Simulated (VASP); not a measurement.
# Li3Os (P6_3/mmc) in VASP: a series of runs, part 2 of 2

VASP 6.6.1. Earlier steps stand in the parts before.

**3. Relaxation of cell and atoms, PBE**

This run uses another cell than the first one, of 12.60 Å³/atom.

Contents of INCAR:

```
PREC = Accurate ; ENCUT = 600
EDIFF = 1E-7 ; ISMEAR = 0
SIGMA = 0.1 ; LREAL = False
LASPH = True ; NELM = 60
ALGO = Fast ; ISIF = 3
LWAVE = False ; LCHARG = False
GGA = PE ; IBRION = 2
NSW = 100 ; EDIFFG = -0.01
```

Contents of KPOINTS:

```
Automatic mesh
0
Gamma
  12 12 10
```

Contents of POSCAR:

```
Li3Os
1.0
    5.2530301780      0.0000000000      0.0000000000
   -2.6265150890      4.5492575810      0.0000000000
    0.0000000000      0.0000000000      4.2163672200
Li Os
6 2
Direct
    0.8330000000      0.6660000000      0.2500000000
    0.1670000000      0.8330000000      0.7500000000
    0.3340000000      0.1670000000      0.2500000000
    0.1670000000      0.3340000000      0.7500000000
    0.8330000000      0.1670000000      0.2500000000
    0.6660000000      0.8330000000      0.7500000000
    0.3333333333      0.6666666667      0.2500000000
    0.6666666667      0.3333333333      0.7500000000
```

Potentials or basis: VASP PAW PBE potentials, release 64 (Li_sv, Os).

The run is started by

```console
$ cat potpaw_PBE.64/Li_sv/POTCAR potpaw_PBE.64/Os/POTCAR > POTCAR
$ mpirun -np 1 vasp_std > vasp.out
```

OUTCAR:

```text
PREC = Accurate
   ENCUT = 600
   EDIFF = 1E-7
   ISMEAR = 0
   LREAL = False
   LASPH = True
   NELM = 60
   ISIF = 3
   GGA = PE
   IBRION = 2
   NSW = 100
   EDIFFG = -0.01

 ion  position               nearest neighbor table
   1  0.833  0.666  0.250-   8 2.60   8 2.60   2 2.60   2 2.60   6 2.60   6 2.60   7 2.63   7 2.63

   2  0.167  0.833  0.750-   7 2.60   7 2.60   1 2.60   1 2.60   3 2.60   3 2.60   8 2.63   8 2.63

   3  0.334  0.167  0.250-   8 2.60   8 2.60   4 2.60   4 2.60   2 2.60   2 2.60   7 2.63   7 2.63

   4  0.167  0.334  0.750-   7 2.60   7 2.60   3 2.60   3 2.60   5 2.60   5 2.60   8 2.63   8 2.63

   5  0.833  0.167  0.250-   8 2.60   8 2.60   4 2.60   4 2.60   6 2.60   6 2.60   7 2.63   7 2.63

   6  0.666  0.833  0.750-   7 2.60   7 2.60   1 2.60   1 2.60   5 2.60   5 2.60   8 2.63   8 2.63

   7  0.333  0.667  0.250-   2 2.60   2 2.60   6 2.60   6 2.60   4 2.60   4 2.60   1 2.63   3 2.63
                             5 2.63   5 2.63   1 2.63   3 2.63
[... 209 lines left out ...]
 cond. band min:       3.1372875775   @ k =   0.3333   0.3333   0.4000
 fundamental gap:      0.0068071734
 Fermi energy:         3.1324503554

 k-point     1 :       0.0000    0.0000    0.0000
  band No.  band energies     occupation
      1     -41.4494      2.00000
      2     -41.3768      2.00000
      3     -41.3768      2.00000
      4     -41.3713      2.00000
      5     -41.3412      2.00000
      6     -41.3412      2.00000
[... 884 lines left out ...]
--------------------------------------- Ionic step        8  -------------------------------------------

 number of electron      34.0000006 magnetization

 Free energy of the ion-electron system (eV)
  ---------------------------------------------------
  ext. energy  EPLUGINS =         0.00000000
  ---------------------------------------------------
  free energy    TOTEN  =       -29.34319968 eV

  energy without entropy =      -29.30979894  energy(sigma->0) =      -29.32649931

 E-fermi :   2.7882     XC(G=0):  -9.8485

 val. band max:        2.7852712722   @ k =   0.4167   0.1667   0.0000
 cond. band min:       2.7882987880   @ k =   0.3333   0.1667   0.0000
 fundamental gap:      0.0030275158
 Fermi energy:         2.7882172212

 k-point     1 :       0.0000    0.0000    0.0000
  band No.  band energies     occupation
      1     -41.8393      2.00000
      2     -41.7925      2.00000
      3     -41.7695      2.00000
      4     -41.7695      2.00000
      5     -41.7488      2.00000
      6     -41.7488      2.00000
[... 626 lines left out ...]
  FREE ENERGIE OF THE ION-ELECTRON SYSTEM (eV)
  ---------------------------------------------------
  free  energy   TOTEN  =       -29.3431996809 eV

  energy  without entropy=      -29.3097989369  energy(sigma->0) =      -29.32649931

 reached required accuracy - stopping structural energy minimisation
```

It took 39 min on 1 thread of AMD EPYC 9R45 (Zen 5), shared host; peak memory 0.42 GiB.

What came out:

```yaml
Free_energy: -29.3432 eV
Relaxed_volume: 13.27 Å³/atom
Relaxed_cell: a = 5.228 Å, b = 5.228 Å, c = 4.485 Å, α = 90.00°, β = 90.00°, γ = 120.00°
Space_group_after_relaxing_to_0.1_Å: P6_3/mmc (No. 194)
Energy_gained_by_relaxing: 24.8 meV/atom
Ionic_steps: 8
Pressure_after_relaxing: 0.1 GPa
Largest_force_after_relaxing: 0.004 eV/Å
Band_gap_on_the_k_mesh: zero (bands 17 and 18 overlap by 0.70 eV)
```

Forces on the atoms (eV/Å):
```
Li   0.000 -0.004  0.000
Li   0.004 -0.002  0.000
Li   0.004  0.002  0.000
Li   0.000  0.004  0.000
Li  -0.004  0.002  0.000
Li  -0.004 -0.002  0.000
Os   0.000  0.000  0.000
Os   0.000  0.000  0.000
```

Step by step:
```csv
step,energy change (eV),largest force (eV/Å),pressure (GPa),volume (Å³)
1,0.0000,0.3036,2.75,100.76
2,-0.1166,0.2630,0.89,103.93
3,-0.1647,0.1481,-2.05,110.24
4,-0.1744,0.1862,-1.27,108.35
5,-0.1952,0.0731,-0.45,106.94
6,-0.1974,0.0197,-0.06,106.32
7,-0.1980,0.0105,0.01,106.22
8,-0.1981,0.0042,0.06,106.15
```

Final structure:
```
CELL_PARAMETERS angstrom
5.22774 0.00000 0.00000
-2.61387 4.52736 0.00000
0.00000 0.00000 4.48514
ATOMIC_POSITIONS crystal
Li 0.82661 0.65323 0.25000
Li 0.17339 0.82661 0.75000
Li 0.34677 0.17339 0.25000
Li 0.17339 0.34677 0.75000
Li 0.82661 0.17339 0.25000
Li 0.65323 0.82661 0.75000
Os 0.33333 0.66667 0.25000
Os 0.66667 0.33333 0.75000
```

Levels at points of the mesh, in eV from the Fermi level:
```
           k point  band 14  band 15  band 16  band 17  band 18  band 19  band 20  band 21
(0.00, 0.00, 0.00)    -0.86    -0.86    -0.06    -0.06     0.42     0.86     1.76     1.76
(0.50, 0.00, 0.00)    -1.09    -0.52    -0.35     0.09     0.35     0.71     1.91     3.34
(0.00, 0.00, 0.50)    -0.31    -0.01    -0.01    -0.01    -0.01     1.76     1.76     2.62
(0.50, 0.00, 0.50)    -0.88    -0.54    -0.54    -0.33    -0.33     0.78     0.78     3.16
```

Caveat: the cutoff is under 1.25 times the usual one of these potentials, so pressure, stress and relaxed cells hold a basis-set (Pulay) error; spin-orbit coupling is left out, which moves the levels of the heavy elements.
